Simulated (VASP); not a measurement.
Write the native input for VASP 6.6.1 that does the following.

* Task: single point
* Functional: PBEsol
* Potentials or basis: VASP PAW PBE potentials, release 64 (Y_sv)
* Cutoff: 520 eV
* k mesh: 18 × 18 × 8
* Occupations: gaussian, width 0.15 eV
* Spin: no spin polarisation
* Dipole correction: no
* Further INCAR settings: ALGO = Fast; EDIFF = 1e-06; NBANDS = 18

The structure of Y lies in POSCAR:

```
Y
1.0
    3.6514992371      0.0000000000      0.0000000000
   -1.8257496185      3.1622911012     -0.0474343665
    0.0000000000     -0.0862110000      5.7474000000
Y
2
Direct
    0.3333333333      0.6666666667      0.2500000000
    0.6666666667      0.3333333333      0.7500000000
```

This cell differs from its parent crystal: strain -0.0300 x Voigt [0, 0, 0, 1, 0, 0].

The input as run:

INCAR

```
SYSTEM = Y
PREC = Accurate
ENCUT = 520
EDIFF = 1E-6
ISMEAR = 0
SIGMA = 0.15
LREAL = .False.
LASPH = .True.
NELM = 100
ALGO = Fast
ISIF = 2
LWAVE = .False.
LCHARG = .False.
GGA = PS
NBANDS = 18
```

KPOINTS

```
regular mesh
0
Gamma
  18 18 8
  0 0 0
```

Potentials or basis: VASP PAW PBE potentials, release 64 (Y_sv).

Command:

```bash
$ cat potpaw_PBE.64/Y_sv/POTCAR > POTCAR
$ mpirun -np 1 vasp_std > vasp.out
```

Results of the run:

```json
{
 "Pressure": "-2.3 GPa",
 "Largest force": "0.005 eV/Å",
 "Band gap on the k mesh": "zero (bands 11 and 12 overlap by 1.39 eV)"
}
```

Caveat: the cell differs from its parent crystal (strain -0.0300 x Voigt [0, 0, 0, 1, 0, 0]); the PAW data sets were made with another functional, which shifts forces and pressure a little.

Run time: 12 min on 1 thread of AMD EPYC 9R45 96-Core Processor (Zen 5), on a shared host, peak memory 0.78 GiB.
